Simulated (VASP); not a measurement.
# Sn (Fd-3m) in VASP: notebook, part 2 of 2

VASP 6.6.1. The steps go on from the part before.

**3. Single point, PBE**

This run uses another cell than the first one, of 37.04 Å³/atom, 1.005 times its volume.

Input file INCAR:

```
  ALGO = Normal
  EDIFF = 1E-6
  ENCUT = 520
  GGA = PE
  ISIF = 2
  ISMEAR = -1
  LASPH = T
  LCHARG = T
  LELF = T
  LREAL = F
  LVHAR = T
  LWAVE = F
  NBANDS = 21
  NELM = 100
  PREC = Accurate
  SIGMA = 0.05
```

Input file KPOINTS:

```
k-points
0
Gamma
  11 11 11
```

Input file POSCAR:

```
Sn
1.0
    0.0000000000      3.3332922964      3.3332922964
    3.3332922964      0.0000000000      3.3332922964
    3.3332922964      3.3332922964      0.0000000000
Sn
2
Direct
   -0.1250000000     -0.1250000000     -0.1250000000
    0.1250000000      0.1250000000      0.1250000000
```

Potentials or basis: VASP PAW PBE potentials, release 64 (Sn_d).

On the command line:

```bash
cat potpaw_PBE.64/Sn_d/POTCAR > POTCAR
mpirun -np 1 vasp_std > vasp.out
```

OUTCAR:

```text
EDIFF = 1E-6
   ENCUT = 520
   GGA = PE
   ISIF = 2
   ISMEAR = -1
   LASPH = T
   LREAL = F
   NELM = 100
   PREC = Accurate

 ion  position               nearest neighbor table
   1  0.875  0.875  0.875-   2 2.89   2 2.89   2 2.89   2 2.89
   2  0.125  0.125  0.125-   1 2.89   1 2.89   1 2.89   1 2.89

  LATTYP: Found a face centered cubic cell.
 ALAT       =     6.6665845928

  Lattice vectors:

 A1 = (   0.0000000000,   3.3332922964,   3.3332922964)
 A2 = (   3.3332922964,   0.0000000000,   3.3332922964)
 A3 = (   3.3332922964,   3.3332922964,   0.0000000000)

Analysis of symmetry for initial positions (statically):
=====================================================================
 Subroutine PRICEL returns:
 Original cell was already a primitive cell.

 Routine SETGRP: Setting up the symmetry group for a
 face centered cubic supercell.

 Subroutine GETGRP returns: Found 48 space group operations
 (whereof 12 operations were pure point group operations)
 out of a pool of 48 trial point group operations.

The static configuration has the point symmetry D_3d.
 The point group associated with its full space group is O_h .

Analysis of symmetry for dynamics (positions and initial velocities):
=====================================================================
 Subroutine PRICEL returns:
 Original cell was already a primitive cell.

 Routine SETGRP: Setting up the symmetry group for a
 face centered cubic supercell.

 Subroutine GETGRP returns: Found 48 space group operations
 (whereof 12 operations were pure point group operations)
 out of a pool of 48 trial point group operations.

The dynamic configuration has the point symmetry D_3d.
 The point group associated with its full space group is O_h .

 Subroutine INISYM returns: Found 48 space group operations
 (whereof 12 operations are pure point group operations),
 and found     1 'primitive' translations

----------------------------------------------------------------------------------------

                                     Primitive cell

  volume of cell :      74.0713

  direct lattice vectors                    reciprocal lattice vectors
     0.000000000  3.333292296  3.333292296    -0.150001847  0.150001847  0.150001847
     3.333292296  0.000000000  3.333292296     0.150001847 -0.150001847  0.150001847
     3.333292296  3.333292296  0.000000000     0.150001847  0.150001847 -0.150001847

  length of vectors
     4.713987173  4.713987173  4.713987173     0.259810820  0.259810820  0.259810820

  position of ions in fractional coordinates (direct lattice)
     0.875000000  0.875000000  0.875000000
     0.125000000  0.125000000  0.125000000

  ion indices of the primitive-cell ions
   primitive index   ion index
                 1           1
                 2           2

----------------------------------------------------------------------------------------

 KPOINTS: k-points

Automatic generation of k-mesh.
 Grid dimensions read from file:
 generate k-points for:   11   11   11

 Generating k-lattice:

  Cartesian coordinates                     Fractional coordinates (reciprocal lattice)
    -0.013636532  0.013636532  0.013636532     0.090909091  0.000000000  0.000000000
     0.013636532 -0.013636532  0.013636532     0.000000000  0.090909091  0.000000000
     0.013636532  0.013636532 -0.013636532     0.000000000  0.000000000  0.090909091

  Length of vectors
     0.023619165  0.023619165  0.023619165

  Shift w.r.t. Gamma in fractional coordinates (k-lattice)
     0.000000000  0.000000000  0.000000000

 Subroutine IBZKPT returns following result:
 ===========================================

 Found     56 irreducible k-points:

 Following reciprocal coordinates:
            Coordinates               Weight
  0.000000  0.000000  0.000000      1.000000
  0.090909  0.000000  0.000000      8.000000
  0.181818  0.000000  0.000000      8.000000
  0.272727  0.000000  0.000000      8.000000
  0.363636  0.000000  0.000000      8.000000
  0.454545  0.000000  0.000000      8.000000
[... 16 lines left out ...]
 -0.272727  0.181818  0.000000     24.000000
 -0.181818  0.181818  0.000000     12.000000
 [... further k-points ...]
   k-points           NKPTS =     56   k-points in BZ     NKDIM =     56   number of bands    NBANDS=     21
   number of dos      NEDOS =    301   number of ions     NIONS =      2
   total plane-waves  NPLWV =  46656
   dimension x,y,z NGX =    36 NGY =   36 NGZ =   36
   dimension x,y,z NGXF=    72 NGYF=   72 NGZF=   72
   ions per type =               2
   NGX,Y,Z   is equivalent  to a cutoff of  12.70, 12.70, 12.70 a.u.
   NGXF,Y,Z  is equivalent  to a cutoff of  25.39, 25.39, 25.39 a.u.
 SYSTEM =  unknown system
   PREC   = accura    normal or accurate (medium, high low for compatibility)
   ISTART =      0    job   : 0-new  1-cont  2-samecut
   ICHARG =      2    charge: 1-file 2-atom 10-const
   ISPIN  =      1    spin polarized calculation?
   LNONCOLLINEAR =      F non collinear calculations
   LSORBIT =      F    spin-orbit coupling
   LASPH  =      T    aspherical Exc in radial PAW
   ENCUT  =  520.0 eV  38.22 Ry    6.18 a.u.   8.76  8.76  8.76*2*pi/ulx,y,z
   NELM   =    100;   NELMIN=  2; NELMDL= -5     # of ELM steps
   EDIFF  = 0.1E-05   stopping-criterion for ELM
   LREAL  =      F    real-space projection
   EDIFFG = 0.1E-04   stopping-criterion for IOM
   NSW    =      0    number of steps for IOM
   IBRION =     -1    ionic relax: 0-MD 1-quasi-New 2-CG
   NFREE  =      0    steps in history (QN), initial steepest desc. (CG)
   ISIF   =      2    stress and relaxation
   ISYM   =      2    0-nonsym 1-usesym 2-fastsym
   POTIM  = 0.5000    time-step for ionic-motion
   TEBEG  =    0.0;   TEEND  =   0.0 temperature during run
   PSTRESS=    0.0 pullay stress
   NELECT =      28.0000    total number of electrons
   NUPDOWN=      -1.0000    fix difference up-down
   EMIN   =  10.00;   EMAX   =-10.00  energy-range for DOS
   EFERMI =   0.00;   METHOD = LEGACY
   ISMEAR =    -1;   SIGMA  =   0.05  broadening in eV -4-tet -1-fermi 0-gaus
   EFERMI_NEDOS =   21; number of points for ismear=-14 and -15
   IALGO  =     38    algorithm
   IMIX   =      4    mixing-type and parameters
     AMIX     =   0.40;   BMIX     =  1.00
     AMIX_MAG =   1.60;   BMIX_MAG =  1.00
  volume/ion in A,a.u.               =      37.04       249.93
  Fermi-wavevector in a.u.,A,eV,Ry     =   1.183707  2.236881 19.063961  1.401162
  Thomas-Fermi vector in A             =   2.319936
   LORBIT       =      0    0 simple, 1 ext, 2 COOP (PROOUT), +10 PAW based schemes
   GGA     = PE    functional components
   LHFCALC =     F    Hartree Fock is set to
   AEXX    =    0.0000 exact exchange contribution
   IVDW    =     0    specifies the selected vdW correction
   LEPSILON=     F    determine dielectric tensor
   LRPA    =     F    only Hartree local field effects (RPA)
 non-spin polarized calculation
  energy-cutoff  :      520.00
  volume of cell :       74.07
 maximum number of plane-waves:      2009
   NGX = 17   NGY = 17   NGZ = 17

 number of electron      28.0000011 magnetization

 Free energy of the ion-electron system (eV)
  ---------------------------------------------------
  ext. energy  EPLUGINS =         0.00000000
  ---------------------------------------------------
  free energy    TOTEN  =        -7.69281940 eV

  energy without entropy =       -7.69062331  energy(sigma->0) =       -7.69172135

 E-fermi :   4.7884     XC(G=0):  -8.5281

 val. band max:        4.7813160311   @ k =   0.3636   0.0000   0.0000
 cond. band min:       4.9087173341   @ k =   0.0000   0.0000   0.0000
 fundamental gap:      0.1274013030
 Fermi energy:         4.7884048302

 k-point     1 :       0.0000    0.0000    0.0000
  band No.  band energies     occupation
      1     -16.7223      2.00000
      2     -16.7223      2.00000
      3     -16.7223      2.00000
      4     -16.6730      2.00000
      5     -16.6730      2.00000
      6     -16.4243      2.00000
[... 13 lines left out ...]
     20      12.5929      0.00000
     21      12.5929      0.00000

 k-point     2 :       0.0909    0.0000    0.0000
  band No.  band energies     occupation
      1     -16.7273      2.00000
      2     -16.7273      2.00000
      3     -16.7206      2.00000
      4     -16.6661      2.00000
      5     -16.6661      2.00000
      6     -16.4391      2.00000
[... 520 lines left out ...]
 k-point    24 :      -0.1818    0.1818    0.0000
  band No.  band energies     occupation
      1     -16.7524      2.00000
      2     -16.7516      2.00000
      3     -16.6965      2.00000
      4     -16.6401      2.00000
      5     -16.6192      2.00000
      6     -16.4886      2.00000
[... 13 lines left out ...]
     20      12.1955      0.00000
     21      12.4110      0.00000

 [... further k-points ...]
[... 5 lines left out ...]
  --------------------------------------------------------------------------------------
  -------------------------------------------------------------------------------------
  Total       -0.0966515     -0.0966515     -0.0966515     -0.0000000      0.0000000     -0.0000000
  in kB       -2.0905898     -2.0905898     -2.0905898     -0.0000000      0.0000000     -0.0000000
  external PRESSURE =      -2.0905898 kB  Pullay stress =       0.0000000 kB

 VOLUME and BASIS-vectors are now :
 -----------------------------------------------------------------------------
  energy-cutoff  :      520.00
  volume of cell :       74.07
      direct lattice vectors                 reciprocal lattice vectors
     0.000000000  3.333292296  3.333292296    -0.150001847  0.150001847  0.150001847
     3.333292296  0.000000000  3.333292296     0.150001847 -0.150001847  0.150001847
     3.333292296  3.333292296  0.000000000     0.150001847  0.150001847 -0.150001847

 POSITION                                       TOTAL-FORCE (eV/Angst)
 -----------------------------------------------------------------------------------
      5.83326      5.83326      5.83326        -0.000000     -0.000000     -0.000000
      0.83332      0.83332      0.83332         0.000000      0.000000      0.000000
 -----------------------------------------------------------------------------------
    total drift:                                0.000000      0.000000      0.000000

  FREE ENERGIE OF THE ION-ELECTRON SYSTEM (eV)
  ---------------------------------------------------
  free  energy   TOTEN  =        -7.6928193967 eV

  energy  without entropy=       -7.6906233130  energy(sigma->0) =       -7.69172135
```

OSZICAR:

```text
N       E                     dE             d eps       ncg     rms          rms(c)
DAV:   1     0.225382426926E+03    0.22538E+03   -0.14763E+04  2367   0.188E+03
DAV:   2     0.168302183452E+02   -0.20855E+03   -0.20451E+03  2352   0.442E+02
DAV:   3    -0.694352756214E+01   -0.23774E+02   -0.23660E+02  2792   0.139E+02
DAV:   4    -0.770872796662E+01   -0.76520E+00   -0.76486E+00  2582   0.279E+01
DAV:   5    -0.773516921507E+01   -0.26441E-01   -0.26441E-01  3408   0.509E+00    0.285E+00
DAV:   6    -0.770491631508E+01    0.30253E-01   -0.25303E-02  3127   0.194E+00    0.167E+00
DAV:   7    -0.769073623315E+01    0.14180E-01   -0.38326E-02  2602   0.209E+00    0.158E-01
DAV:   8    -0.769241152316E+01   -0.16753E-02   -0.57368E-03  2657   0.878E-01    0.453E-02
DAV:   9    -0.769277462395E+01   -0.36310E-03   -0.46464E-04  2749   0.177E-01    0.143E-02
DAV:  10    -0.769281452414E+01   -0.39900E-04   -0.61911E-05  2973   0.496E-02    0.573E-03
DAV:  11    -0.769281955645E+01   -0.50323E-05   -0.71080E-06  2119   0.243E-02    0.128E-03
DAV:  12    -0.769281939672E+01    0.15973E-06   -0.50751E-07  2069   0.954E-03
   1 F= -.76928194E+01 E0= -.76917214E+01  d E =-.219608E-02
```

It took 30 s on 1 thread of Intel Xeon 6975P-C (Granite Rapids), shared host; peak memory 0.23 GiB.

Results:

| Property | Result |
| --- | --- |
| Free energy | -7.6928 eV |
| Pressure | -0.2 GPa |
| Band gap on the k mesh | zero (band 14 reaches 4.91 eV, above the bottom of band 15 at 4.68 eV) |

Caveat: spin-orbit coupling is left out, which moves the levels of the heavy elements.
